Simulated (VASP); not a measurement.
# Li3In: single point with PBE

The system is Li3In, a sheet with vacuum.

```
CELL_PARAMETERS angstrom
4.70557 0.00000 0.00000
-2.35278 4.07514 0.00000
0.00000 0.00000 29.50446
ATOMIC_POSITIONS crystal
Li 0.00000 0.00000 0.34255
Li 0.66667 0.33333 0.28043
Li 0.33333 0.66667 0.28279
In 0.00000 0.00000 0.24659
```

- Program: VASP 6.6.1
- Task: single point
- Functional: PBE
- Potentials or basis: VASP PAW PBE potentials, release 64 (Li_sv, In_d)
- Cutoff: 520 eV
- k mesh: 12 × 12 × 1
- Occupations: gaussian, width 0.1 eV
- Spin: no spin polarisation

| Item | Value |
| --- | --- |
| Largest force | 0.013 eV/Å |
| Band gap on the k mesh | zero (bands 11 and 12 overlap by 0.76 eV) |

Forces in eV/Å, atoms in the order of the input:
```
Li   0.000  0.000 -0.002
Li   0.000  0.000  0.013
Li   0.000  0.000  0.000
In   0.000  0.000 -0.011
```

Levels at points of the mesh, in eV from the Fermi level:
| k point | band 8 | band 9 | band 10 | band 11 | band 12 | band 13 | band 14 | band 15 |
| --- | --- | --- | --- | --- | --- | --- | --- | --- |
| (0.00, 0.00, 0.00) | -14.36 | -5.71 | -1.66 | 0.54 | 1.95 | 1.95 | 2.36 | 2.82 |
| (0.50, 0.00, 0.00) | -14.34 | -4.91 | -1.70 | 0.04 | 0.22 | 0.57 | 2.06 | 3.74 |

It took 7.8 min on 1 thread of Intel(R) Xeon(R) Platinum 8259CL CPU @ 2.50GHz (Skylake/Cascade Lake), with other jobs on the host, peak memory 0.71 GiB.

Caveat: spin-orbit coupling is left out, which moves the levels of the heavy elements.
